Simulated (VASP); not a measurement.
# LiBe3 (P6_3/mmc) in VASP: notebook

Runs on LiBe3. Level: PBE. Tasks: single point, relaxation of cell and atoms.

Program: VASP 6.6.1. These are calculated values, not measurements. Logs are shortened: lines on timing, memory, paths and dates and some standing lists are left out, and cuts for length are marked.

### Step 1. The cell of the first run

The structure is hexagonal, space group P6_3/mmc (No. 194). Conventional cell: a = 4.772 Å, b = 4.772 Å, c = 3.743 Å, α = 90.00°, β = 90.00°, γ = 120.00°. Within 3.1 Å of Li (site symmetry -6m2) lie 12 Be at 2.37 to 2.39 Å. Within 3.0 Å of Be (site symmetry mm2) lie 8 Be at 2.26 to 2.52 Å and 4 Li at 2.37 to 2.39 Å.

### Step 2. Single point, PBE

INCAR reads:

```
  PREC = Accurate
  ENCUT = 520
  EDIFF = 1E-6
  ISMEAR = 0
  SIGMA = 0.1
  LREAL = False
  LASPH = True
  NELM = 80
  ALGO = Fast
  ISIF = 2
  LWAVE = False
  LCHARG = False
  GGA = PE
  NBANDS = 19
```

KPOINTS reads:

```
Automatic mesh
0
Gamma
  6 6 4
```

POSCAR reads:

```
LiBe3
1.0
    4.7724221337      0.0000000000      0.0000000000
   -2.3862110669      4.1330388053      0.0000000000
    0.0000000000      0.0000000000      3.7427964232
Li Be
2 6
Direct
    0.3333333333      0.6666666667      0.2500000000
    0.6666666667      0.3333333333      0.7500000000
    0.8423887448      0.6847774896      0.2500000000
    0.1576112552      0.8423887448      0.7500000000
    0.3152225104      0.1576112552      0.2500000000
    0.1576112552      0.3152225104      0.7500000000
    0.8423887448      0.1576112552      0.2500000000
    0.6847774896      0.8423887448      0.7500000000
```

Potentials or basis: VASP PAW PBE potentials, release 64 (Li_sv, Be).

Run with:

```
$ cat potpaw_PBE.64/Li_sv/POTCAR potpaw_PBE.64/Be/POTCAR > POTCAR
$ mpirun -np 1 vasp_std > vasp.out
```

OUTCAR:

```text
PREC = Accurate
   ENCUT = 520
   EDIFF = 1E-6
   ISMEAR = 0
   LREAL = False
   LASPH = True
   NELM = 80
   ISIF = 2
   GGA = PE

 ion  position               nearest neighbor table
   1  0.333  0.667  0.250-   4 2.37   4 2.37   6 2.37   6 2.37   8 2.37   8 2.37   5 2.39   3 2.39
                             7 2.39   7 2.39   5 2.39   3 2.39
   2  0.667  0.333  0.750-   7 2.37   7 2.37   3 2.37   3 2.37   5 2.37   5 2.37   8 2.39   6 2.39
                             4 2.39   4 2.39   8 2.39   6 2.39
   3  0.842  0.685  0.250-   5 2.26   7 2.26   4 2.28   4 2.28   8 2.28   8 2.28   2 2.37   2 2.37
                             1 2.39   1 2.39
   4  0.158  0.842  0.750-   6 2.26   8 2.26   5 2.28   5 2.28   3 2.28   3 2.28   1 2.37   1 2.37
                             2 2.39   2 2.39
   5  0.315  0.158  0.250-   3 2.26   7 2.26   4 2.28   4 2.28   6 2.28   6 2.28   2 2.37   2 2.37
                             1 2.39   1 2.39
   6  0.158  0.315  0.750-   8 2.26   4 2.26   7 2.28   7 2.28   5 2.28   5 2.28   1 2.37   1 2.37
                             2 2.39   2 2.39
   7  0.842  0.158  0.250-   3 2.26   5 2.26   8 2.28   8 2.28   6 2.28   6 2.28   2 2.37   2 2.37
                             1 2.39   1 2.39
   8  0.685  0.842  0.750-   6 2.26   4 2.26   7 2.28   7 2.28   3 2.28   3 2.28   1 2.37   1 2.37
                             2 2.39   2 2.39

  LATTYP: Found a hexagonal cell.
 ALAT       =     4.7724221337
 C/A-ratio  =     0.7842551053

  Lattice vectors:

 A1 = (   4.7724221337,   0.0000000000,   0.0000000000)
 A2 = (  -2.3862110669,   4.1330388053,   0.0000000000)
 A3 = (   0.0000000000,   0.0000000000,   3.7427964232)

Analysis of symmetry for initial positions (statically):
=====================================================================
 Subroutine PRICEL returns:
 Original cell was already a primitive cell.

 Routine SETGRP: Setting up the symmetry group for a
 hexagonal supercell.

 Subroutine GETGRP returns: Found 24 space group operations
 (whereof 12 operations were pure point group operations)
 out of a pool of 24 trial point group operations.

The static configuration has the point symmetry D_3d.
 The point group associated with its full space group is D_6h.

Analysis of symmetry for dynamics (positions and initial velocities):
=====================================================================
 Subroutine PRICEL returns:
 Original cell was already a primitive cell.

 Routine SETGRP: Setting up the symmetry group for a
 hexagonal supercell.

 Subroutine GETGRP returns: Found 24 space group operations
 (whereof 12 operations were pure point group operations)
 out of a pool of 24 trial point group operations.

The dynamic configuration has the point symmetry D_3d.
 The point group associated with its full space group is D_6h.

 Subroutine INISYM returns: Found 24 space group operations
 (whereof 12 operations are pure point group operations),
 and found     1 'primitive' translations

----------------------------------------------------------------------------------------

                                     Primitive cell

  volume of cell :      73.8252

  direct lattice vectors                    reciprocal lattice vectors
     4.772422134  0.000000000  0.000000000     0.209537206  0.120976362  0.000000000
    -2.386211067  4.133038805  0.000000000     0.000000000  0.241952725  0.000000000
     0.000000000  0.000000000  3.742796423     0.000000000  0.000000000  0.267179907

  length of vectors
     4.772422134  4.772422134  3.742796423     0.241952725  0.241952725  0.267179907

  position of ions in fractional coordinates (direct lattice)
     0.333333333  0.666666667  0.250000000
     0.666666667  0.333333333  0.750000000
     0.842388745  0.684777490  0.250000000
     0.157611255  0.842388745  0.750000000
     0.315222510  0.157611255  0.250000000
     0.157611255  0.315222510  0.750000000
     0.842388745  0.157611255  0.250000000
     0.684777490  0.842388745  0.750000000

  ion indices of the primitive-cell ions
   primitive index   ion index
                 1           1
                 2           2
                 3           3
                 4           4
                 5           5
                 6           6
                 7           7
                 8           8

----------------------------------------------------------------------------------------

 KPOINTS: Automatic mesh

Automatic generation of k-mesh.
 Grid dimensions read from file:
 generate k-points for:    6    6    4

 Generating k-lattice:

  Cartesian coordinates                     Fractional coordinates (reciprocal lattice)
     0.034922868  0.020162727  0.000000000     0.166666667  0.000000000  0.000000000
     0.000000000  0.040325454  0.000000000     0.000000000  0.166666667  0.000000000
     0.000000000  0.000000000  0.066794977     0.000000000  0.000000000  0.250000000

  Length of vectors
     0.040325454  0.040325454  0.066794977

  Shift w.r.t. Gamma in fractional coordinates (k-lattice)
     0.000000000  0.000000000  0.000000000

 Subroutine IBZKPT returns following result:
 ===========================================

 Found     21 irreducible k-points:

 Following reciprocal coordinates:
            Coordinates               Weight
  0.000000  0.000000  0.000000      1.000000
  0.166667 -0.000000  0.000000      6.000000
  0.333333 -0.000000  0.000000      6.000000
  0.500000 -0.000000  0.000000      3.000000
  0.166667  0.166667  0.000000      6.000000
  0.333333  0.166667  0.000000     12.000000
[... 13 lines left out ...]
  0.333333  0.166667  0.500000     12.000000
  0.333333  0.333333  0.500000      2.000000
   k-points           NKPTS =     21   k-points in BZ     NKDIM =     21   number of bands    NBANDS=     19
   number of dos      NEDOS =    301   number of ions     NIONS =      8
   total plane-waves  NPLWV =  36288
   dimension x,y,z NGX =    36 NGY =   36 NGZ =   28
   dimension x,y,z NGXF=    72 NGYF=   72 NGZF=   56
   ions per type =               2   6
   NGX,Y,Z   is equivalent  to a cutoff of  12.54, 12.54, 12.44 a.u.
   NGXF,Y,Z  is equivalent  to a cutoff of  25.08, 25.08, 24.87 a.u.
 SYSTEM =  unknown system
   PREC   = accura    normal or accurate (medium, high low for compatibility)
   ISTART =      0    job   : 0-new  1-cont  2-samecut
   ICHARG =      2    charge: 1-file 2-atom 10-const
   ISPIN  =      1    spin polarized calculation?
   LNONCOLLINEAR =      F non collinear calculations
   LSORBIT =      F    spin-orbit coupling
   LASPH  =      T    aspherical Exc in radial PAW
   ENCUT  =  520.0 eV  38.22 Ry    6.18 a.u.   8.87  8.87  6.96*2*pi/ulx,y,z
   NELM   =     80;   NELMIN=  2; NELMDL= -5     # of ELM steps
   EDIFF  = 0.1E-05   stopping-criterion for ELM
   LREAL  =      F    real-space projection
   EDIFFG = 0.1E-04   stopping-criterion for IOM
   NSW    =      0    number of steps for IOM
   IBRION =     -1    ionic relax: 0-MD 1-quasi-New 2-CG
   NFREE  =      0    steps in history (QN), initial steepest desc. (CG)
   ISIF   =      2    stress and relaxation
   ISYM   =      2    0-nonsym 1-usesym 2-fastsym
   POTIM  = 0.5000    time-step for ionic-motion
   TEBEG  =    0.0;   TEEND  =   0.0 temperature during run
   PSTRESS=    0.0 pullay stress
   NELECT =      18.0000    total number of electrons
   NUPDOWN=      -1.0000    fix difference up-down
   EMIN   =  10.00;   EMAX   =-10.00  energy-range for DOS
   EFERMI =   0.00;   METHOD = LEGACY
   ISMEAR =     0;   SIGMA  =   0.10  broadening in eV -4-tet -1-fermi 0-gaus
   EFERMI_NEDOS =   21; number of points for ismear=-14 and -15
   IALGO  =     68    algorithm
   IMIX   =      4    mixing-type and parameters
     AMIX     =   0.40;   BMIX     =  1.00
     AMIX_MAG =   1.60;   BMIX_MAG =  1.00
  volume/ion in A,a.u.               =       9.23        62.27
  Fermi-wavevector in a.u.,A,eV,Ry     =   1.022737  1.932694 14.231583  1.045992
  Thomas-Fermi vector in A             =   2.156433
   LORBIT       =      0    0 simple, 1 ext, 2 COOP (PROOUT), +10 PAW based schemes
   GGA     = PE    functional components
   LHFCALC =     F    Hartree Fock is set to
   AEXX    =    0.0000 exact exchange contribution
   IVDW    =     0    specifies the selected vdW correction
   LEPSILON=     F    determine dielectric tensor
   LRPA    =     F    only Hartree local field effects (RPA)
 non-spin polarized calculation
 RMM-DIIS sequential band-by-band and
 Gauss-broadening in eV      SIGMA  =   0.10
  energy-cutoff  :      520.00
  volume of cell :       73.83
 maximum number of plane-waves:      2001
 NGX is ok and might be reduce to    36
   NGX = 17   NGY = 17   NGZ = 13

 number of electron      18.0000014 magnetization

 Free energy of the ion-electron system (eV)
  ---------------------------------------------------
  ext. energy  EPLUGINS =         0.00000000
  ---------------------------------------------------
  free energy    TOTEN  =       -24.95122613 eV

  energy without entropy =      -24.94478873  energy(sigma->0) =      -24.94800743

 E-fermi :   4.4940     XC(G=0):  -9.9088

 val. band max:        4.3983698397   @ k =   0.3333  -0.0000   0.2500
 cond. band min:       4.5253436858   @ k =   0.3333  -0.0000   0.2500
 fundamental gap:      0.1269738461
 Fermi energy:         4.4939591019

 k-point     1 :       0.0000    0.0000    0.0000
  band No.  band energies     occupation
      1     -40.0174      2.00000
      2     -40.0074      2.00000
      3      -4.1790      2.00000
      4       1.2403      2.00000
      5       1.9752      2.00000
      6       1.9752      2.00000
[... 11 lines left out ...]
     18      12.0131      0.00000
     19      12.4673      0.00000

 k-point     2 :       0.1667   -0.0000    0.0000
  band No.  band energies     occupation
      1     -40.0168      2.00000
      2     -40.0079      2.00000
      3      -4.0301      2.00000
      4       0.2272      2.00000
      5       1.3664      2.00000
      6       1.5082      2.00000
[... 410 lines left out ...]
 k-point    21 :       0.3333    0.3333    0.5000
  band No.  band energies     occupation
      1     -40.0116      2.00000
      2     -40.0116      2.00000
      3      -1.0566      2.00000
      4      -1.0566      2.00000
      5       0.1228      2.00000
      6       0.1228      2.00000
[... 11 lines left out ...]
     18      13.4353      0.00000
     19      14.6380      0.00000

------------------------ aborting loop because EDIFF is reached ----------------------------------------

  FORCE on cell =-STRESS in cart. coord.  units (eV):
  Direction    XX          YY          ZZ          XY          YZ          ZX
  --------------------------------------------------------------------------------------
  -------------------------------------------------------------------------------------
  Total        0.1711357      0.1711357     -0.1212681     -0.0000000     -0.0000000     -0.0000000
  in kB        3.7140408      3.7140408     -2.6317988     -0.0000000     -0.0000000     -0.0000000
  external PRESSURE =       1.5987609 kB  Pullay stress =       0.0000000 kB

 VOLUME and BASIS-vectors are now :
 -----------------------------------------------------------------------------
  energy-cutoff  :      520.00
  volume of cell :       73.83
      direct lattice vectors                 reciprocal lattice vectors
     4.772422134  0.000000000  0.000000000     0.209537206  0.120976362  0.000000000
    -2.386211067  4.133038805  0.000000000     0.000000000  0.241952725  0.000000000
     0.000000000  0.000000000  3.742796423     0.000000000  0.000000000  0.267179907

 POSITION                                       TOTAL-FORCE (eV/Angst)
 -----------------------------------------------------------------------------------
     -0.00000      2.75536      0.93570         0.000000     -0.000000      0.000000
      2.38621      1.37768      2.80710         0.000000      0.000000      0.000000
      2.38621      2.83021      0.93570         0.000000     -0.027930     -0.000000
     -1.25793      3.48163      2.80710         0.024188     -0.013965      0.000000
      1.12828      0.65141      0.93570         0.024188      0.013965     -0.000000
     -0.00000      1.30283      2.80710        -0.000000      0.027930      0.000000
      3.64414      0.65141      0.93570        -0.024188      0.013965     -0.000000
      1.25793      3.48163      2.80710        -0.024188     -0.013965      0.000000
 -----------------------------------------------------------------------------------
    total drift:                                0.000000     -0.000000      0.000000

  FREE ENERGIE OF THE ION-ELECTRON SYSTEM (eV)
  ---------------------------------------------------
  free  energy   TOTEN  =       -24.9512261253 eV

  energy  without entropy=      -24.9447887267  energy(sigma->0) =      -24.94800743
```

Run time: 40 s. Hardware: 1 thread of Intel Xeon Platinum 8259CL at 2.50GHz (Skylake/Cascade Lake), shared host; peak memory 0.18 GiB.

What came out:

```yaml
Free_energy: -24.9512 eV
Largest_force: 0.028 eV/Å
Band_gap_on_the_k_mesh: zero (band 9 reaches 6.57 eV, above the bottom of band 10 at 2.92 eV)
```

Forces in eV/Å, atoms in the order of the input:
```
Li   0.000  0.000  0.000
Li   0.000  0.000  0.000
Be   0.000 -0.028  0.000
Be   0.024 -0.014  0.000
Be   0.024  0.014  0.000
Be   0.000  0.028  0.000
Be  -0.024  0.014  0.000
Be  -0.024 -0.014  0.000
```

Caveat: the k points lie up to 0.42 Å⁻¹ apart; the cutoff is under 1.25 times the usual one of these potentials, so pressure, stress and relaxed cells hold a basis-set (Pulay) error.

### Step 3. Single point, PBE

This run uses another cell than the first one, of 8.84 Å³/atom, 0.958 times its volume.

INCAR reads:

```
PREC = Accurate
ENCUT = 520
EDIFF = 1E-6
ISMEAR = 0
SIGMA = 0.1
LREAL = F
LASPH = T
NELM = 100
ALGO = Fast
ISIF = 2
LWAVE = F
LCHARG = F
GGA = PE
NBANDS = 19
```

KPOINTS reads:

```
Automatic mesh
0
Gamma
  6 6 6
```

POSCAR reads:

```
LiBe3
1.0
    4.6686364279      0.0000000000      0.0000000000
   -2.3343182140      4.0431577476      0.0000000000
    0.0000000000      0.0000000000      3.7473010682
Li Be
2 6
Direct
    0.3333333333      0.6666666667      0.2500000000
    0.6666666667      0.3333333333      0.7500000000
    0.8330000000      0.6660000000      0.2500000000
    0.1670000000      0.8330000000      0.7500000000
    0.3340000000      0.1670000000      0.2500000000
    0.1670000000      0.3340000000      0.7500000000
    0.8330000000      0.1670000000      0.2500000000
    0.6660000000      0.8330000000      0.7500000000
```

Potentials or basis: VASP PAW PBE potentials, release 64 (Li_sv, Be).

Run with:

```
$ cat potpaw_PBE.64/Li_sv/POTCAR potpaw_PBE.64/Be/POTCAR > POTCAR
$ mpirun -np 1 vasp_std > vasp.out
```

It took 62 s on 1 thread of Intel Xeon Platinum 8259CL at 2.50GHz (Skylake/Cascade Lake), shared host; peak memory 0.18 GiB.

The run converged. Its results:

```yaml
Free_energy: -24.7824 eV
Largest_force: 0.503 eV/Å
Band_gap_on_the_k_mesh: zero (band 9 reaches 6.58 eV, above the bottom of band 10 at 3.10 eV)
```

Forces on the atoms (eV/Å):
```
Li   0.000  0.000  0.000
Li   0.000  0.000  0.000
Be   0.000  0.503  0.000
Be  -0.435  0.251  0.000
Be  -0.435 -0.251  0.000
Be   0.000 -0.503  0.000
Be   0.435 -0.251  0.000
Be   0.435  0.251  0.000
```

Levels at points of the mesh, in eV from the Fermi level:
```tsv
k point	band 6	band 7	band 8	band 9	band 10	band 11	band 12	band 13
(0.00, 0.00, 0.00)	-2.70	-2.65	-1.51	-1.51	-0.81	2.64	4.30	4.30
(0.50, 0.00, 0.00)	-3.52	-0.82	-0.09	1.79	2.40	2.73	2.91	3.02
(0.00, 0.00, 0.50)	-2.00	-1.52	-1.52	-1.52	-1.52	2.41	2.41	2.41
(0.50, 0.00, 0.50)	-4.73	-1.94	-1.94	-1.69	-1.69	4.57	4.57	5.43
```

Caveat: the cutoff is under 1.25 times the usual one of these potentials, so pressure, stress and relaxed cells hold a basis-set (Pulay) error.

### Step 4. Relaxation of cell and atoms, PBE

This run uses another cell than the first one, of 8.84 Å³/atom, 0.958 times its volume.

INCAR reads:

```
PREC = Accurate
ENCUT = 600
EDIFF = 1E-7
ISMEAR = 0
SIGMA = 0.1
LREAL = False
LASPH = True
NELM = 100
ALGO = Normal
ISIF = 3
LWAVE = False
LCHARG = False
GGA = PE
IBRION = 2
NSW = 90
EDIFFG = -0.04
```

KPOINTS reads:

```
regular mesh
0
Gamma
  6 6 4
```

POSCAR is that of step 3.

Run with:

```
$ cat potpaw_PBE.64/Li_sv/POTCAR potpaw_PBE.64/Be/POTCAR > POTCAR
$ mpirun -np 1 vasp_std > vasp.out
```

It took 89 s on 1 thread of Intel Xeon Platinum 8259CL at 2.50GHz (Skylake/Cascade Lake), shared host; peak memory 0.21 GiB.

The run converged. Its results:

* Free energy: -24.9509 eV
* Relaxed volume: 9.27 Å³/atom
* Relaxed cell: a = 4.784 Å, b = 4.784 Å, c = 3.742 Å, α = 90.00°, β = 90.00°, γ = 120.00°
* Space group after relaxing (to 0.05 Å): P6_3/mmc (No. 194)
* Energy gained by relaxing: 16.4 meV/atom
* Ionic steps: 5
* Pressure after relaxing: -0.3 GPa
* Largest force after relaxing: 0.017 eV/Å
* Band gap on the k mesh: zero (band 9 reaches 6.53 eV, above the bottom of band 10 at 2.89 eV)

Forces in eV/Å, atoms in the order of the input:
```
Li   0.000  0.000  0.000
Li   0.000  0.000  0.000
Be   0.000  0.017  0.000
Be  -0.014  0.008  0.000
Be  -0.014 -0.008  0.000
Be   0.000 -0.017  0.000
Be   0.014 -0.008  0.000
Be   0.014  0.008  0.000
```

Stress tensor (GPa, compression positive):
```
-0.37  0.00  0.00
 0.00 -0.37  0.00
 0.00  0.00 -0.03
```

The path:
```
step  energy change (eV)  largest force (eV/Å)  pressure (GPa)  volume (Å³)
   1              0.0000                0.4711            2.91        70.73
   2             -0.0726                0.2998            0.93        72.39
   3             -0.1083                0.0851           -1.38        74.81
   4             -0.1295                0.0350           -0.56        74.32
   5             -0.1311                0.0167           -0.25        74.16
```

Final structure:
```
Li Be
1.0
     4.78384    0.00000    0.00000
    -2.39192    4.14293    0.00000
     0.00000    0.00000    3.74162
Li Be
2 6
Direct
  0.33333 0.66667 0.25000
  0.66667 0.33333 0.75000
  0.84202 0.68404 0.25000
  0.15798 0.84202 0.75000
  0.31596 0.15798 0.25000
  0.15798 0.31596 0.75000
  0.84202 0.15798 0.25000
  0.68404 0.84202 0.75000
```

Levels at points of the mesh, in eV from the Fermi level:
| k point | band 7 | band 8 | band 9 | band 10 | band 11 | band 12 |
| --- | --- | --- | --- | --- | --- | --- |
| (0.00, 0.00, 0.00) | -2.45 | -1.86 | -1.86 | -0.28 | 2.52 | 3.95 |
| (0.50, 0.00, 0.00) | -1.03 | 0.35 | 2.06 | 2.41 | 2.52 | 2.76 |
| (0.00, 0.00, 0.50) | -1.54 | -1.54 | -1.54 | -1.54 | 2.20 | 2.20 |
| (0.50, 0.00, 0.50) | -1.97 | -1.97 | -1.56 | -1.56 | 4.40 | 4.40 |

Caveat: the k points lie up to 0.42 Å⁻¹ apart in the final cell; the cutoff is under 1.25 times the usual one of these potentials, so pressure, stress and relaxed cells hold a basis-set (Pulay) error.

(Continued in part 2 of 2.)
